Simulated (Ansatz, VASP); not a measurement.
# Au: VASP beside Ansatz

```
Au
1.0
     0.00000    2.83943    2.83943
     2.83943    0.00000    2.83943
     2.83943    2.83943    0.00000
Au
2
Direct
  0.12500 0.12500 0.12500
  0.87500 0.87500 0.87500
```

Alike in both runs: task relaxation of cell and atoms; functional BLYP; k mesh 10 × 10 × 10; occupations fermi-dirac, width 0.1 eV; no spin polarisation.

|  | VASP | Ansatz |
| --- | --- | --- |
| version | VASP 6.6.1 | Ansatz 0.2.0 |
| potentials or method | VASP PAW PBE potentials, release 64 (Au), cutoff 600 eV | plane waves (420 eV) with PAW, scalar-relativistic |
| valence electrons in the cell | 22 | 38 |

Ansatz gave:

* relaxed volume (Å³/atom): 31.38
* relaxed length of the cell vector where the two differ most in proportion (Å): 4.461

What did VASP give for the same quantities?

Relaxed volume (Å³/atom): 31.53; relaxed length of the cell vector where the two differ most in proportion (Å): 4.468.

VASP's potentials were made for PBE, not for BLYP. VASP's potentials hold 22 valence electrons a cell and Ansatz's 38, so a difference there can come from the potentials and not from the codes.

Neither program's run includes spin-orbit coupling. Noted on VASP's run: the volume moved by over 15 % at a fixed basis, so the end points are rough.
